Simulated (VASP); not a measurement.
HfB3:

```
Hf B
1.0
     2.98215    0.00000    0.00000
    -1.49108    2.58262    0.00000
     0.00000    0.00000    5.77397
Hf B
1 3
Direct
  0.00000 0.00000 0.50000
  0.33333 0.66667 0.50000
  0.66667 0.33333 0.50000
  0.00000 0.00000 0.00000
```

* Program: VASP 6.6.1
* Task: relaxation of cell and atoms
* Functional: PBE
* Potentials or basis: VASP PAW PBE potentials, release 64 (Hf_pv, B)
* Cutoff: 600 eV
* k mesh: 6 × 6 × 4
* Occupations: gaussian, width 0.1 eV
* Spin: no spin polarisation

At the start: pressure 157.1 GPa; volume 11.12 Å³/atom.

Problem. How do energy, volume and symmetry change on relaxing?

Solution. Over 9 steps the energy falls by 4093.6 meV/atom and the volume is 16.38 Å³/atom (+47.3 %); space group P6/mmm (No. 191, to 0.05 Å).

The path:
| step | energy change (eV) | largest force (eV/Å) | pressure (GPa) | volume (Å³) |
| --- | --- | --- | --- | --- |
| 1 | 0.0000 | 0.0000 | 157.06 | 44.47 |
| 2 | -9.5624 | 0.0000 | -14.99 | 139.15 |
| 3 | -15.3890 | 0.0000 | -8.99 | 81.12 |
| 4 | -15.4208 | 0.0000 | -7.86 | 79.73 |
| 5 | -15.4364 | 0.0000 | -6.08 | 77.76 |
| 6 | -16.1123 | 0.0000 | -4.62 | 71.20 |
| 7 | -16.3574 | 0.0000 | -1.56 | 66.85 |
| 8 | -16.3743 | 0.0000 | -0.08 | 65.25 |
| 9 | -16.3745 | 0.0000 | -0.32 | 65.50 |

Final structure:
```
CELL_PARAMETERS angstrom
4.00451 0.00000 0.00000
-2.00226 3.46801 0.00000
0.00000 0.00000 4.71643
ATOMIC_POSITIONS crystal
Hf 0.00000 0.00000 0.50000
B 0.33333 0.66667 0.50000
B 0.66667 0.33333 0.50000
B 0.00000 0.00000 0.00000
```

Caveat: the k points lie up to 0.33 Å⁻¹ apart in the final cell; the volume moved by over 15 % at a fixed basis, so the end points are rough.
